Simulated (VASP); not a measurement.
Runs of VASP 6.6.1 on TiInSe3. The structure is that of space group Pm-3m (No. 221), or close to it. The cells are those of the table. The cell was generated, and may not be a known phase.

```csv
task,spin,cell,k mesh,cutoff (eV),gap on the mesh (eV),pressure (GPa),moment (μB),relaxed volume (Å³/atom)
single point,collinear,"a = 4.785 Å, 5 atoms",4 × 4 × 4,520,none,11.7,0.00,-
single point,off,"a = 5.024 Å, 5 atoms",8 × 8 × 8,520,none,0.0,-,-
single point,collinear,"a = 5.020 Å, 5 atoms",4 × 4 × 4,520,none,(a),0.00,-
relaxation of cell and atoms,off,"relaxed from a = 5.020 Å, 5 atoms",8 × 8 × 8,600,none,0.0,-,25.41
relaxation of cell and atoms,collinear,"relaxed from a = 4.785 Å, 5 atoms",4 × 4 × 4,600,none,0.0,0.00,25.47
```

Alike in all rows: level PBE; potentials or basis VASP PAW PBE potentials, release 64 (Ti_sv, In_d, Se); smearing gaussian 0.1 eV.

Question: Fill in the values left out.

Answer: (a) 0.4.

Caveats: spin-orbit coupling is left out, which moves the levels of the heavy elements; an odd number of electrons without spin polarisation forces a metal (at least some runs); a magnetic or distorted state may lie lower (at least some runs); the cell stands under pressure (at least some runs); the volume moved by over 15 % at a fixed basis, so the end points are rough (at least some runs).

A k mesh can miss the band edges, and the runs leave out spin-orbit coupling on In, Se.

A gap of «none» marks levels without a gap at the run's occupations.
